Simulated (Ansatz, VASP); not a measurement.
# Ag: VASP beside Ansatz

```
Ag
1.0
    -1.28001    1.28001    1.28001
     1.28001   -1.28001    1.28001
     1.28001    1.28001   -1.28001
Ag
1
Direct
  0.00000 0.00000 0.00000
```

Change from the starting cell: volume scaled by 0.5, PAW files.

Alike in both runs: task single point; functional PBEsol; k mesh 18 × 18 × 18; occupations fermi-dirac, width 0.08 eV; no spin polarisation.

|  | VASP | Ansatz |
| --- | --- | --- |
| version | VASP 6.6.1 | Ansatz 0.2.0 |
| potentials or method | VASP PAW PBE potentials, release 64 (Ag) | PAW with Ansatz's default frozen-core files, scalar-relativistic |
| plane-wave cutoff (eV) | 520 | 420 |
| valence electrons in the cell | 11 | 19 |

|  | VASP | Ansatz | Ansatz less VASP |
| --- | --- | --- | --- |
| pressure (GPa) | 531.6 | 531.7 | +0.12 |

VASP's potentials were made for PBE, not for PBEsol. Both programs put the cell under a high pressure, so it lies far from rest at this level. With one functional, cell and mesh, what is left measures potentials, basis and numerics. VASP's potentials hold 11 valence electrons a cell and Ansatz's 19, so a difference there can come from the potentials and not from the codes.

Noted on VASP's run: the cell as given lies far from equilibrium.
